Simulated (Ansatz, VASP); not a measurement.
# Cs in VASP and in Ansatz

INCAR

```
PREC = Accurate ; ENCUT = 520
EDIFF = 1E-6 ; ISMEAR = 0
SIGMA = 0.15 ; LREAL = False
LASPH = True ; NELM = 80
ALGO = Fast ; ISIF = 2
LWAVE = False ; LCHARG = True
GGA = PE ; LELF = True
LVHAR = True ; NBANDS = 10
```

The input KPOINTS:

```
Automatic mesh
0
Gamma
  12 12 12
```

POSCAR

```
Cs
1.0
   -3.1076853019      3.1076853019      2.8590704777
    3.1076853019     -3.1076853019      2.8590704777
    3.1076853019      3.1076853019     -2.8590704777
Cs
1
Direct
    0.0000000000      0.0000000000      0.0000000000
```

Input for Ansatz:

```yaml
crystal:
  lattice:
    - [-3.1076853019, 3.1076853019, 2.8590704777]
    - [3.1076853019, -3.1076853019, 2.8590704777]
    - [3.1076853019, 3.1076853019, -2.8590704777]
  atoms:
    - { symbol: Cs, position: [0.0, 0.0, 0.0] }
basis:
  ecutwfc: 420
kpoints:
  mp_grid: { grid: [12, 12, 12] }
hamiltonian:
  xc: pbe
scf:
  occupations: { method: gaussian, width: 0.15 }
output:
  forces: true
  stress: true
  eigenvalues: true
```

Alike in both runs: task single point; functional PBE; k mesh 12 × 12 × 12; occupations gaussian, width 0.15 eV; no spin polarisation.

|  | VASP | Ansatz |
| --- | --- | --- |
| version | VASP 6.6.1 | Ansatz 0.2.0 |
| potentials or method | VASP PAW PBE potentials, release 64 (Cs_sv), cutoff 520 eV | scalar-relativistic, plane waves, PAW |
| valence electrons in the cell | 9 | 9 |

```csv
,VASP,Ansatz,Ansatz less VASP
gap on the k mesh at the Fermi level (eV),none,none,-
pressure (GPa),0.1,0.1,+0.01
```

A gap of «none» marks a metal or a gap that the smearing closes.

Spin-orbit coupling is off throughout.
